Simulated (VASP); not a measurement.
# Bi (R-3m) in VASP: single point with PBEsol

Aim: the single point of Bi with PBEsol.

All numbers are computed with VASP 6.6.1; they aren't measurements. Logs are shortened: lines on timing, memory, paths and dates and some standing lists are left out, and cuts for length are marked.

## Step 1: The cell of the first run

Symmetry: R-3m, No. 166, trigonal system. The conventional cell has a = 4.699 Å, b = 4.699 Å, c = 12.099 Å, α = 90.00°, β = 90.00°, γ = 120.00°. Bi (site symmetry 3m) has 6 Bi at 3.20 to 3.58 Å within 4.2 Å.

## Step 2: Single point, PBEsol (volume scaled by 1.12)

File INCAR:

```
SYSTEM = Bi
PREC = Accurate
ENCUT = 520
EDIFF = 1E-6
ISMEAR = -1
SIGMA = 0.1
LREAL = .False.
LASPH = .True.
NELM = 80
ALGO = Normal
ISIF = 2
LWAVE = .False.
LCHARG = .False.
GGA = PS
NBANDS = 22
```

File KPOINTS:

```
regular mesh
0
Gamma
  14 14 14
  0 0 0
```

File POSCAR:

```
Bi
1.0
    2.3494062600      1.3564303366      4.0330184166
   -2.3494062600      1.3564303366      4.0330184166
    0.0000000000     -2.7128606733      4.0330184166
Bi
2
Direct
    0.2366491848      0.2366491848      0.2366491848
    0.7633508152      0.7633508152      0.7633508152
```

Potentials or basis: VASP PAW PBE potentials, release 64 (Bi_d).

Run with:

```bash
$ cat potpaw_PBE.64/Bi_d/POTCAR > POTCAR
$ mpirun -np 1 vasp_std > vasp.out
```

OUTCAR:

```text
SYSTEM = Bi
   PREC = Accurate
   ENCUT = 520
   EDIFF = 1E-6
   ISMEAR = -1
   LREAL = .False.
   LASPH = .True.
   NELM = 80
   ISIF = 2
   GGA = PS

 ion  position               nearest neighbor table
   1  0.237  0.237  0.237-   2 3.20   2 3.20   2 3.20   2 3.58   2 3.58   2 3.58
   2  0.763  0.763  0.763-   1 3.20   1 3.20   1 3.20   1 3.58   1 3.58   1 3.58

  LATTYP: Found a trigonal (rhomboedric) cell.
 ALAT       =     4.8605401532
 COS(alpha) =     0.5327200267

  Lattice vectors:

 A1 = (   2.3494062600,   1.3564303366,   4.0330184166)
 A2 = (  -2.3494062600,   1.3564303366,   4.0330184166)
 A3 = (   0.0000000000,  -2.7128606733,   4.0330184166)

Analysis of symmetry for initial positions (statically):
=====================================================================
 Subroutine PRICEL returns:
 Original cell was already a primitive cell.

 Routine SETGRP: Setting up the symmetry group for a
 trigonal (rhombohedral) supercell.

 Subroutine GETGRP returns: Found 12 space group operations
 (whereof 12 operations were pure point group operations)
 out of a pool of 12 trial point group operations.

The static configuration has the point symmetry D_3d.

Analysis of symmetry for dynamics (positions and initial velocities):
=====================================================================
 Subroutine PRICEL returns:
 Original cell was already a primitive cell.

 Routine SETGRP: Setting up the symmetry group for a
 trigonal (rhombohedral) supercell.

 Subroutine GETGRP returns: Found 12 space group operations
 (whereof 12 operations were pure point group operations)
 out of a pool of 12 trial point group operations.

The dynamic configuration has the point symmetry D_3d.

 Subroutine INISYM returns: Found 12 space group operations
 (whereof 12 operations are pure point group operations),
 and found     1 'primitive' translations

----------------------------------------------------------------------------------------

                                     Primitive cell

  volume of cell :      77.1147

  direct lattice vectors                    reciprocal lattice vectors
     2.349406260  1.356430337  4.033018417     0.212819727  0.122871527  0.082651081
    -2.349406260  1.356430337  4.033018417    -0.212819727  0.122871527  0.082651081
     0.000000000 -2.712860673  4.033018417     0.000000000 -0.245743054  0.082651081

  length of vectors
[... 71 lines left out ...]
   NGXF,Y,Z  is equivalent  to a cutoff of  24.63, 24.63, 24.63 a.u.
 SYSTEM =  Bi
   PREC   = accura    normal or accurate (medium, high low for compatibility)
   ISTART =      0    job   : 0-new  1-cont  2-samecut
   ICHARG =      2    charge: 1-file 2-atom 10-const
   ISPIN  =      1    spin polarized calculation?
   LNONCOLLINEAR =      F non collinear calculations
   LSORBIT =      F    spin-orbit coupling
   LASPH  =      T    aspherical Exc in radial PAW
   ENCUT  =  520.0 eV  38.22 Ry    6.18 a.u.   9.04  9.04  9.04*2*pi/ulx,y,z
   NELM   =     80;   NELMIN=  2; NELMDL= -5     # of ELM steps
   EDIFF  = 0.1E-05   stopping-criterion for ELM
   LREAL  =      F    real-space projection
   EDIFFG = 0.1E-04   stopping-criterion for IOM
   NSW    =      0    number of steps for IOM
   IBRION =     -1    ionic relax: 0-MD 1-quasi-New 2-CG
   NFREE  =      0    steps in history (QN), initial steepest desc. (CG)
   ISIF   =      2    stress and relaxation
   ISYM   =      2    0-nonsym 1-usesym 2-fastsym
   POTIM  = 0.5000    time-step for ionic-motion
   TEBEG  =    0.0;   TEEND  =   0.0 temperature during run
   PSTRESS=    0.0 pullay stress
   NELECT =      30.0000    total number of electrons
   NUPDOWN=      -1.0000    fix difference up-down
   EMIN   =  10.00;   EMAX   =-10.00  energy-range for DOS
   EFERMI =   0.00;   METHOD = LEGACY
   ISMEAR =    -1;   SIGMA  =   0.10  broadening in eV -4-tet -1-fermi 0-gaus
   EFERMI_NEDOS =   21; number of points for ismear=-14 and -15
   IALGO  =     38    algorithm
   IMIX   =      4    mixing-type and parameters
     AMIX     =   0.40;   BMIX     =  1.00
     AMIX_MAG =   1.60;   BMIX_MAG =  1.00
  volume/ion in A,a.u.               =      38.56       260.20
  Fermi-wavevector in a.u.,A,eV,Ry     =   1.195096  2.258404 19.432590  1.428255
  Thomas-Fermi vector in A             =   2.331070
   LORBIT       =      0    0 simple, 1 ext, 2 COOP (PROOUT), +10 PAW based schemes
   GGA     = PS    functional components
   LHFCALC =     F    Hartree Fock is set to
   AEXX    =    0.0000 exact exchange contribution
   IVDW    =     0    specifies the selected vdW correction
   LEPSILON=     F    determine dielectric tensor
   LRPA    =     F    only Hartree local field effects (RPA)
 non-spin polarized calculation
  energy-cutoff  :      520.00
  volume of cell :       77.11
 maximum number of plane-waves:      2092
   NGX = 19   NGY = 19   NGZ = 19

 number of electron      30.0000014 magnetization

 Free energy of the ion-electron system (eV)
  ---------------------------------------------------
  ext. energy  EPLUGINS =         0.00000000
  ---------------------------------------------------
  free energy    TOTEN  =        -8.48385702 eV

  energy without entropy =       -8.46893050  energy(sigma->0) =       -8.47639376

 E-fermi :   5.1709     XC(G=0):  -9.2971

 val. band max:        5.1178714736   @ k =   0.4286   0.0000   0.0000
 cond. band min:       5.2536916665   @ k =  -0.4286   0.5000   0.4286
 fundamental gap:      0.1358201929
 Fermi energy:         5.1709107685

 k-point     1 :       0.0000    0.0000    0.0000
  band No.  band energies     occupation
      1     -17.5580      2.00000
      2     -17.5580      2.00000
      3     -17.4470      2.00000
      4     -17.4470      2.00000
      5     -17.4398      2.00000
      6     -17.3174      2.00000
[... 589 lines left out ...]
     21      12.3690      0.00000
     22      13.0218      0.00000

 [... further k-points ...]
[... 5 lines left out ...]
  --------------------------------------------------------------------------------------
  -------------------------------------------------------------------------------------
  Total       -2.2160998     -2.2160998     -1.9545975     -0.0000000      0.0000000      0.0000000
  in kB      -46.0429169    -46.0429169    -40.6098001     -0.0000000      0.0000000      0.0000000
  external PRESSURE =     -44.2318780 kB  Pullay stress =       0.0000000 kB

 VOLUME and BASIS-vectors are now :
 -----------------------------------------------------------------------------
  energy-cutoff  :      520.00
  volume of cell :       77.11
      direct lattice vectors                 reciprocal lattice vectors
     2.349406260  1.356430337  4.033018417     0.212819727  0.122871527  0.082651081
    -2.349406260  1.356430337  4.033018417    -0.212819727  0.122871527  0.082651081
     0.000000000 -2.712860673  4.033018417     0.000000000 -0.245743054  0.082651081

 POSITION                                       TOTAL-FORCE (eV/Angst)
 -----------------------------------------------------------------------------------
      0.00000     -0.00000      2.86323         0.000000      0.000000     -0.366010
      0.00000     -0.00000      9.23582         0.000000     -0.000000      0.366010
 -----------------------------------------------------------------------------------
    total drift:                               -0.000000     -0.000000      0.000000

  FREE ENERGIE OF THE ION-ELECTRON SYSTEM (eV)
  ---------------------------------------------------
  free  energy   TOTEN  =        -8.4838570175 eV

  energy  without entropy=       -8.4689305006  energy(sigma->0) =       -8.47639376
```

stdout:

```text
POSCAR found type information on POSCAR Bi
 POSCAR found :  1 types and       2 ions
 scaLAPACK will be used
 -----------------------------------------------------------------------------
|                                                                             |
|                                                                             |
|     You enforced a specific xc type in the INCAR file but a different       |
|     I HOPE YOU KNOW WHAT YOU ARE DOING!                                     |
|                                                                             |
 -----------------------------------------------------------------------------

 LDA part: xc-table for (Slater+PW92), standard interpolation
 POSCAR, INCAR and KPOINTS ok, starting setup
 FFT: planning ... GRIDC
 FFT: planning ... GRID_SOFT
 FFT: planning ... GRID
 WAVECAR not read
 entering main loop
```

Run time: 3.5 min. Hardware: 1 thread of AMD EPYC 9R14 (Zen 4), shared host; peak memory 0.45 GiB.

Results:

* Free energy: -8.4839 eV
* Pressure: -4.4 GPa
* Largest force: 0.366 eV/Å
* Band gap on the k mesh: zero (band 15 reaches 5.09 eV, above the bottom of band 16 at 4.91 eV)

Forces on the atoms (eV/Å):
```
Bi   0.000  0.000 -0.366
Bi   0.000  0.000  0.366
```

Stress tensor (GPa, compression positive):
```
-4.60  0.00  0.00
 0.00 -4.60  0.00
 0.00  0.00 -4.06
```

Levels at points of the mesh, in eV from the Fermi level:
| k point | band 13 | band 14 | band 15 | band 16 | band 17 | band 18 |
| --- | --- | --- | --- | --- | --- | --- |
| (0.00, 0.00, 0.00) | -1.31 | -1.10 | -1.10 | 2.51 | 2.77 | 2.77 |
| (0.50, 0.00, 0.00) | -1.08 | -0.90 | -0.33 | -0.26 | 0.42 | 0.81 |
| (0.50, 0.50, 0.00) | -4.25 | -2.71 | -2.60 | 2.56 | 4.43 | 4.86 |
| (0.50, 0.50, 0.50) | -0.89 | -0.47 | -0.47 | 0.40 | 0.55 | 0.55 |

Caveat: the PAW data sets were made with another functional, which shifts forces and pressure a little; spin-orbit coupling is left out, which moves the levels of the heavy elements.
